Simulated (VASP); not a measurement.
A run of VASP 6.6.1 is set up as follows.

The input INCAR:

```
SYSTEM = TiPt3
PREC = Accurate ; ENCUT = 400
EDIFF = 1E-8 ; ISMEAR = -1
SIGMA = 0.05 ; LREAL = .False.
LASPH = .True. ; NELM = 120
ALGO = Normal ; ISIF = 2
LWAVE = .False. ; LCHARG = .False.
GGA = PS ; LEFG = .True.
NBANDS = 29 ; GGA_COMPAT = .False.
```

The input KPOINTS:

```
regular mesh
0
Gamma
  9 9 9
  0 0 0
```

The input POSCAR:

```
TiPt3
1.0
    3.9228086992      0.0000000000      0.0000000000
    0.0000000000      3.9228086992      0.0000000000
    0.0000000000      0.0000000000      3.9228086992
Ti Pt
1 3
Direct
    0.0000000000      0.0000000000      0.0000000000
    0.0000000000      0.5000000000      0.5000000000
    0.5000000000      0.0000000000      0.5000000000
    0.5000000000      0.5000000000      0.0000000000
```

Potentials or basis: VASP PAW PBE potentials, release 64 (Ti_sv, Pt).

Launch:

```console
$ cat potpaw_PBE.64/Ti_sv/POTCAR potpaw_PBE.64/Pt/POTCAR > POTCAR
$ mpirun -np 1 vasp_std > vasp.out
```

Q: What does it give for the band gap on the k mesh?

A: Zero (bands 21 and 22 overlap by 1.50 eV).

Q: What does it give for the pressure?

A: -4.9 GPa.

Electric field gradients, principal values (V/Å²):
```tsv
atom	least	middle	greatest (by size)
1 Ti	0.000	0.000	0.000
2 Pt	32.580	32.580	-65.159
3 Pt	32.580	32.580	-65.159
4 Pt	32.580	32.580	-65.159
```

Caveat: the cell stands under tension; without QUAD_EFG the Cq values of the log hold for a quadrupole moment of 1 mb, not for the nuclei; the PAW data sets were made with another functional, which shifts forces and pressure a little; spin-orbit coupling is left out, which moves the levels of the heavy elements.
